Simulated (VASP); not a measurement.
# Sc (P6_3/mmc) in VASP: notebook

Sc is run at these levels: LDA; tasks: single point, relaxation of volume and atoms at fixed shape.

Program: VASP 6.6.1. These are calculated values, not measurements. Logs are shortened: lines on timing, memory, paths and dates and some standing lists are left out, and cuts for length are marked.

## 1. The cell of the first run

The structure is hexagonal, space group P6_3/mmc (No. 194). Conventional cell: a = 3.198 Å, b = 3.198 Å, c = 5.096 Å, α = 90.00°, β = 90.00°, γ = 120.00°. Within 4.1 Å of Sc (site symmetry -6m2) lie 12 Sc at 3.15 to 3.20 Å.

## 2. Single point, LDA

The input, INCAR:

```
PREC     = Accurate       # precision mode
ENCUT    = 500            # plane-wave cutoff, eV
EDIFF    = 1E-6           # SCF threshold, eV
ISMEAR   = 0              # smearing method
SIGMA    = 0.1            # smearing width, eV
LREAL    = F              # projectors in reciprocal space
LASPH    = T              # aspherical terms in the spheres
NELM     = 120            # most SCF steps
ALGO     = Normal         # electronic algorithm
ISIF     = 2              # what is computed and relaxed
LWAVE    = F              # write WAVECAR
LCHARG   = T              # write CHGCAR
LELF     = T              # ELF
LVHAR    = T            
NBANDS   = 18             # bands
GGA_COMPAT= F
```

The input, KPOINTS:

```
regular mesh
0
Gamma
  9 9 5
```

The input, POSCAR:

```
Sc
1.0
    3.1978395241      0.0000000000      0.0000000000
   -1.5989197620      2.7694102651      0.0000000000
    0.0000000000      0.0000000000      5.0961520587
Sc
2
Direct
    0.3333333333      0.6666666667      0.2500000000
    0.6666666667      0.3333333333      0.7500000000
```

Potentials or basis: VASP PAW LDA potentials, release 64 (Sc_sv).

Run with:

```sh
$ cat potpaw_LDA.64/Sc_sv/POTCAR > POTCAR
$ mpirun -np 1 vasp_std > vasp.out
```

OUTCAR:

```text
PREC = Accurate
   ENCUT = 500
   EDIFF = 1E-6
   ISMEAR = 0
   LREAL = F
   LASPH = T
   NELM = 120
   ISIF = 2

 ion  position               nearest neighbor table
   1  0.333  0.667  0.250-   2 3.15   2 3.15   2 3.15   2 3.15   2 3.15   2 3.15
   2  0.667  0.333  0.750-   1 3.15   1 3.15   1 3.15   1 3.15   1 3.15   1 3.15

  LATTYP: Found a hexagonal cell.
 ALAT       =     3.1978395241
 C/A-ratio  =     1.5936234512

  Lattice vectors:

 A1 = (   3.1978395241,   0.0000000000,   0.0000000000)
 A2 = (  -1.5989197620,   2.7694102651,   0.0000000000)
 A3 = (   0.0000000000,   0.0000000000,   5.0961520587)

Analysis of symmetry for initial positions (statically):
=====================================================================
 Subroutine PRICEL returns:
 Original cell was already a primitive cell.

 Routine SETGRP: Setting up the symmetry group for a
 hexagonal supercell.

 Subroutine GETGRP returns: Found 24 space group operations
 (whereof 12 operations were pure point group operations)
 out of a pool of 24 trial point group operations.

The static configuration has the point symmetry D_3d.
 The point group associated with its full space group is D_6h.

Analysis of symmetry for dynamics (positions and initial velocities):
=====================================================================
 Subroutine PRICEL returns:
 Original cell was already a primitive cell.

 Routine SETGRP: Setting up the symmetry group for a
 hexagonal supercell.

 Subroutine GETGRP returns: Found 24 space group operations
 (whereof 12 operations were pure point group operations)
 out of a pool of 24 trial point group operations.

The dynamic configuration has the point symmetry D_3d.
 The point group associated with its full space group is D_6h.

 Subroutine INISYM returns: Found 24 space group operations
 (whereof 12 operations are pure point group operations),
 and found     1 'primitive' translations

----------------------------------------------------------------------------------------

                                     Primitive cell

  volume of cell :      45.1322

  direct lattice vectors                    reciprocal lattice vectors
     3.197839524  0.000000000  0.000000000     0.312711127  0.180543853  0.000000000
    -1.598919762  2.769410265  0.000000000     0.000000000  0.361087706  0.000000000
     0.000000000  0.000000000  5.096152059     0.000000000  0.000000000  0.196226484

  length of vectors
     3.197839524  3.197839524  5.096152059     0.361087706  0.361087706  0.196226484

  position of ions in fractional coordinates (direct lattice)
     0.333333333  0.666666667  0.250000000
     0.666666667  0.333333333  0.750000000

  ion indices of the primitive-cell ions
   primitive index   ion index
                 1           1
                 2           2

----------------------------------------------------------------------------------------

 KPOINTS: regular mesh

Automatic generation of k-mesh.
 Grid dimensions read from file:
 generate k-points for:    9    9    5

 Generating k-lattice:

  Cartesian coordinates                     Fractional coordinates (reciprocal lattice)
     0.034745681  0.020060428  0.000000000     0.111111111 -0.000000000  0.000000000
     0.000000000  0.040120856  0.000000000     0.000000000  0.111111111  0.000000000
     0.000000000  0.000000000  0.039245297     0.000000000  0.000000000  0.200000000

  Length of vectors
     0.040120856  0.040120856  0.039245297

  Shift w.r.t. Gamma in fractional coordinates (k-lattice)
     0.000000000  0.000000000  0.000000000

 Subroutine IBZKPT returns following result:
 ===========================================

 Found     36 irreducible k-points:

 Following reciprocal coordinates:
            Coordinates               Weight
  0.000000  0.000000  0.000000      1.000000
  0.111111 -0.000000  0.000000      6.000000
  0.222222 -0.000000  0.000000      6.000000
  0.333333  0.000000  0.000000      6.000000
  0.444444 -0.000000  0.000000      6.000000
  0.111111  0.111111  0.000000      6.000000
[... 16 lines left out ...]
  0.333333  0.222222  0.200000     24.000000
  0.333333  0.333333  0.200000      4.000000
 [... further k-points ...]
   k-points           NKPTS =     36   k-points in BZ     NKDIM =     36   number of bands    NBANDS=     18
   number of dos      NEDOS =    301   number of ions     NIONS =      2
   total plane-waves  NPLWV =  23040
   dimension x,y,z NGX =    24 NGY =   24 NGZ =   40
   dimension x,y,z NGXF=    48 NGYF=   48 NGZF=   80
   ions per type =               2
   NGX,Y,Z   is equivalent  to a cutoff of  12.48, 12.48, 13.05 a.u.
   NGXF,Y,Z  is equivalent  to a cutoff of  24.95, 24.95, 26.10 a.u.
 SYSTEM =  unknown system
   PREC   = accura    normal or accurate (medium, high low for compatibility)
   ISTART =      0    job   : 0-new  1-cont  2-samecut
   ICHARG =      2    charge: 1-file 2-atom 10-const
   ISPIN  =      1    spin polarized calculation?
   LNONCOLLINEAR =      F non collinear calculations
   LSORBIT =      F    spin-orbit coupling
   LASPH  =      T    aspherical Exc in radial PAW
   ENCUT  =  500.0 eV  36.75 Ry    6.06 a.u.   5.83  5.83  9.29*2*pi/ulx,y,z
   NELM   =    120;   NELMIN=  2; NELMDL= -5     # of ELM steps
   EDIFF  = 0.1E-05   stopping-criterion for ELM
   LREAL  =      F    real-space projection
   EDIFFG = 0.1E-04   stopping-criterion for IOM
   NSW    =      0    number of steps for IOM
   IBRION =     -1    ionic relax: 0-MD 1-quasi-New 2-CG
   NFREE  =      0    steps in history (QN), initial steepest desc. (CG)
   ISIF   =      2    stress and relaxation
   ISYM   =      2    0-nonsym 1-usesym 2-fastsym
   POTIM  = 0.5000    time-step for ionic-motion
   TEBEG  =    0.0;   TEEND  =   0.0 temperature during run
   PSTRESS=    0.0 pullay stress
   NELECT =      22.0000    total number of electrons
   NUPDOWN=      -1.0000    fix difference up-down
   EMIN   =  10.00;   EMAX   =-10.00  energy-range for DOS
   EFERMI =   0.00;   METHOD = LEGACY
   ISMEAR =     0;   SIGMA  =   0.10  broadening in eV -4-tet -1-fermi 0-gaus
   EFERMI_NEDOS =   21; number of points for ismear=-14 and -15
   IALGO  =     38    algorithm
   IMIX   =      4    mixing-type and parameters
     AMIX     =   0.40;   BMIX     =  1.00
     AMIX_MAG =   1.60;   BMIX_MAG =  1.00
  volume/ion in A,a.u.               =      22.57       152.28
  Fermi-wavevector in a.u.,A,eV,Ry     =   1.288409  2.434739 22.585626  1.659997
  Thomas-Fermi vector in A             =   2.420364
   LORBIT       =      0    0 simple, 1 ext, 2 COOP (PROOUT), +10 PAW based schemes
   GGA     = CA    functional components
   LHFCALC =     F    Hartree Fock is set to
   AEXX    =    0.0000 exact exchange contribution
   IVDW    =     0    specifies the selected vdW correction
   LEPSILON=     F    determine dielectric tensor
   LRPA    =     F    only Hartree local field effects (RPA)
 non-spin polarized calculation
 Gauss-broadening in eV      SIGMA  =   0.10
  energy-cutoff  :      500.00
  volume of cell :       45.13
 maximum number of plane-waves:      1158
 NGX is ok and might be reduce to    24
   NGX = 11   NGY = 11   NGZ = 19

 number of electron      21.9999996 magnetization

 Free energy of the ion-electron system (eV)
  ---------------------------------------------------
  ext. energy  EPLUGINS =         0.00000000
  ---------------------------------------------------
  free energy    TOTEN  =       -13.44925094 eV

  energy without entropy =      -13.42779275  energy(sigma->0) =      -13.43852184

 E-fermi :   3.9923     XC(G=0): -10.5135

 val. band max:        3.9704534558   @ k =   0.4444   0.1111   0.4000
 cond. band min:       3.9986042028   @ k =   0.1111   0.1111   0.2000
 fundamental gap:      0.0281507469
 Fermi energy:         3.9923491781

 k-point     1 :       0.0000    0.0000    0.0000
  band No.  band energies     occupation
      1     -44.6063      2.00000
      2     -44.5057      2.00000
      3     -23.8551      2.00000
      4     -23.3792      2.00000
      5     -23.3792      2.00000
      6     -23.2987      2.00000
[... 10 lines left out ...]
     17       6.5349      0.00000
     18       6.5349      0.00000

 k-point     2 :       0.1111   -0.0000    0.0000
  band No.  band energies     occupation
      1     -44.5972      2.00000
      2     -44.5020      2.00000
      3     -23.8330      2.00000
      4     -23.4249      2.00000
      5     -23.3941      2.00000
      6     -23.3461      2.00000
[... 10 lines left out ...]
     17       6.3235      0.00000
     18       6.3581      0.00000

 k-point     3 :       0.2222   -0.0000    0.0000
  band No.  band energies     occupation
      1     -44.5733      2.00000
      2     -44.4934      2.00000
      3     -23.7724      2.00000
      4     -23.5418      2.00000
      5     -23.4622      2.00000
      6     -23.4303      2.00000
[... 10 lines left out ...]
     17       6.6185      0.00000
     18       6.8710      0.00000

 k-point     4 :       0.3333    0.0000    0.0000
  band No.  band energies     occupation
      1     -44.5437      2.00000
      2     -44.4859      2.00000
      3     -23.6897      2.00000
      4     -23.6762      2.00000
      5     -23.5876      2.00000
      6     -23.4694      2.00000
[... 10 lines left out ...]
     17       7.3662      0.00000
     18       7.5971      0.00000

 k-point     5 :       0.4444   -0.0000    0.0000
  band No.  band energies     occupation
      1     -44.5210      2.00000
      2     -44.4843      2.00000
      3     -23.7640      2.00000
      4     -23.6665      2.00000
      5     -23.6164      2.00000
      6     -23.4942      2.00000
[... 10 lines left out ...]
     17       8.2387      0.00000
     18       8.4119      0.00000

 k-point     6 :       0.1111    0.1111    0.0000
  band No.  band energies     occupation
      1     -44.5807      2.00000
      2     -44.4959      2.00000
      3     -23.7916      2.00000
      4     -23.4931      2.00000
      5     -23.4595      2.00000
      6     -23.3924      2.00000
[... 10 lines left out ...]
     17       6.3475      0.00000
     18       6.7747      0.00000

 k-point     7 :       0.2222    0.1111    0.0000
  band No.  band energies     occupation
      1     -44.5538      2.00000
      2     -44.4879      2.00000
      3     -23.7192      2.00000
      4     -23.6085      2.00000
      5     -23.5593      2.00000
      6     -23.4497      2.00000
[... 10 lines left out ...]
     17       7.1213      0.00000
     18       7.5207      0.00000

 k-point     8 :       0.3333    0.1111    0.0000
  band No.  band energies     occupation
      1     -44.5268      2.00000
      2     -44.4841      2.00000
      3     -23.7186      2.00000
      4     -23.6369      2.00000
      5     -23.6348      2.00000
      6     -23.5024      2.00000
[... 10 lines left out ...]
     17       7.8901      0.00000
     18       8.3289      0.00000
[... 229 lines left out ...]
     17       7.2867      0.00000
     18       7.4366      0.00000

 k-point    20 :       0.3333    0.1111    0.2000
  band No.  band energies     occupation
      1     -44.5228      2.00000
      2     -44.4882      2.00000
      3     -23.7585      2.00000
      4     -23.6795      2.00000
      5     -23.5623      2.00000
      6     -23.4908      2.00000
[... 10 lines left out ...]
     17       7.8177      0.00000
     18       8.0172      0.00000

 k-point    21 :       0.4444    0.1111    0.2000
  band No.  band energies     occupation
      1     -44.5110      2.00000
      2     -44.4877      2.00000
      3     -23.7902      2.00000
      4     -23.7070      2.00000
      5     -23.5567      2.00000
      6     -23.4902      2.00000
[... 10 lines left out ...]
     17       8.0293      0.00000
     18       8.2693      0.00000

 k-point    22 :       0.2222    0.2222    0.2000
  band No.  band energies     occupation
      1     -44.5248      2.00000
      2     -44.4884      2.00000
      3     -23.7176      2.00000
      4     -23.6776      2.00000
      5     -23.5419      2.00000
      6     -23.5197      2.00000
[... 10 lines left out ...]
     17       7.7179      0.00000
     18       8.0476      0.00000

 k-point    23 :       0.3333    0.2222    0.2000
  band No.  band energies     occupation
      1     -44.5064      2.00000
      2     -44.4881      2.00000
      3     -23.7377      2.00000
      4     -23.6864      2.00000
      5     -23.5948      2.00000
      6     -23.5029      2.00000
[... 10 lines left out ...]
     17       7.7278      0.00000
     18       8.2459      0.00000

 k-point    24 :       0.3333    0.3333    0.2000
  band No.  band energies     occupation
      1     -44.4940      2.00000
      2     -44.4940      2.00000
      3     -23.6813      2.00000
      4     -23.6707      2.00000
      5     -23.6707      2.00000
      6     -23.5327      2.00000
[... 10 lines left out ...]
     17       7.9061      0.00000
     18       7.9061      0.00000

 [... further k-points ...]
[... 5 lines left out ...]
  --------------------------------------------------------------------------------------
  -------------------------------------------------------------------------------------
  Total        0.2310534      0.2310534     -0.4090112      0.0000000     -0.0000000     -0.0000000
  in kB        8.2023192      8.2023192    -14.5197590      0.0000000     -0.0000000     -0.0000000
  external PRESSURE =       0.6282931 kB  Pullay stress =       0.0000000 kB

 VOLUME and BASIS-vectors are now :
 -----------------------------------------------------------------------------
  energy-cutoff  :      500.00
  volume of cell :       45.13
      direct lattice vectors                 reciprocal lattice vectors
     3.197839524  0.000000000  0.000000000     0.312711127  0.180543853  0.000000000
    -1.598919762  2.769410265  0.000000000     0.000000000  0.361087706  0.000000000
     0.000000000  0.000000000  5.096152059     0.000000000  0.000000000  0.196226484

 POSITION                                       TOTAL-FORCE (eV/Angst)
 -----------------------------------------------------------------------------------
     -0.00000      1.84627      1.27404         0.000000      0.000000      0.000000
      1.59892      0.92314      3.82211        -0.000000     -0.000000      0.000000
 -----------------------------------------------------------------------------------
    total drift:                               -0.000000      0.000000     -0.000000

  FREE ENERGIE OF THE ION-ELECTRON SYSTEM (eV)
  ---------------------------------------------------
  free  energy   TOTEN  =       -13.4492509388 eV

  energy  without entropy=      -13.4277927467  energy(sigma->0) =      -13.43852184
```

Wall time 19 s (1 thread of Intel Xeon 6975P-C (Granite Rapids), shared host); peak memory 0.14 GiB.

Results:

- Free energy: -13.4493 eV
- Pressure: 0.1 GPa
- Band gap on the k mesh: zero (band 11 reaches 4.74 eV, above the bottom of band 12 at 3.43 eV)

Stress tensor (GPa, compression positive):
```
 0.82  0.00  0.00
 0.00  0.82  0.00
 0.00  0.00 -1.45
```

## 3. Relaxation of volume and atoms at fixed shape, LDA

This run uses another cell than the first one, of 25.00 Å³/atom, 1.108 times its volume.

The input, INCAR:

```
SYSTEM = Sc
  PREC = Accurate
  ENCUT = 500
  EDIFF = 1E-7
  ISMEAR = 0
  SIGMA = 0.1
  LREAL = .FALSE.
  LASPH = .TRUE.
  NELM = 120
  ALGO = Normal
  ISIF = 8
  LWAVE = .FALSE.
  LCHARG = .FALSE.
  IBRION = 2
  NSW = 60
  EDIFFG = -0.03
  GGA_COMPAT = .FALSE.
  NELMIN = 4
```

The input, KPOINTS:

```
regular mesh
0
G
  9 9 5
  0 0 0
```

The input, POSCAR:

```
Sc
1.0
    3.3090000000      0.0000000000      0.0000000000
   -1.6545000000      2.8656780611      0.0000000000
    0.0000000000      0.0000000000      5.2733000000
Sc
2
Direct
    0.3333333333      0.6666666667      0.2500000000
    0.6666666667      0.3333333333      0.7500000000
```

Potentials or basis: VASP PAW LDA potentials, release 64 (Sc_sv).

Run with:

```sh
$ cat potpaw_LDA.64/Sc_sv/POTCAR > POTCAR
$ mpirun -np 1 vasp_std > vasp.out
```

Wall time 39 s (1 thread of Intel Xeon 6975P-C (Granite Rapids), shared host); peak memory 0.16 GiB.

Results (log left out):

```
Free energy                            : -13.4511 eV
Relaxed volume                         : 22.59 Å³/atom
Relaxed cell                           : a = 3.199 Å, b = 3.199 Å, c = 5.098 Å, α = 90.00°, β = 90.00°, γ = 120.00°
Space group after relaxing (to 0.05 Å) : P6_3/mmc (No. 194)
Energy gained by relaxing              : 42.5 meV/atom
Ionic steps                            : 3
Pressure after relaxing                : 0.0 GPa
Band gap on the k mesh                 : zero (band 11 reaches 4.73 eV, above the bottom of band 12 at 3.42 eV)
```

Stress tensor (GPa, compression positive):
```
 0.77  0.00  0.00
 0.00  0.77  0.00
 0.00  0.00 -1.50
```

The path:
| step | energy change (eV) | largest force (eV/Å) | pressure (GPa) | volume (Å³) |
| --- | --- | --- | --- | --- |
| 1 | 0.0000 | 0.0000 | -5.27 | 50.00 |
| 2 | -0.0813 | 0.0000 | 1.29 | 44.28 |
| 3 | -0.0850 | 0.0000 | 0.01 | 45.18 |

Final structure:
```xyz
2
Lattice="3.1990 0.0000 0.0000 -1.5995 2.7704 0.0000 0.0000 0.0000 5.0981" Properties=species:S:1:pos:R:3 pbc="T T T"
Sc    0.0000    1.8470    1.2745
Sc    1.5995    0.9235    3.8235
```

Levels at points of the mesh, in eV from the Fermi level:
| k point | band 9 | band 10 | band 11 | band 12 | band 13 | band 14 |
| --- | --- | --- | --- | --- | --- | --- |
| (0.00, 0.00, 0.00) | -5.23 | -1.80 | 0.75 | 1.66 | 1.66 | 1.79 |

LDA usually gives volumes a few per cent too small. Zero-point motion and thermal expansion aren't in these numbers.
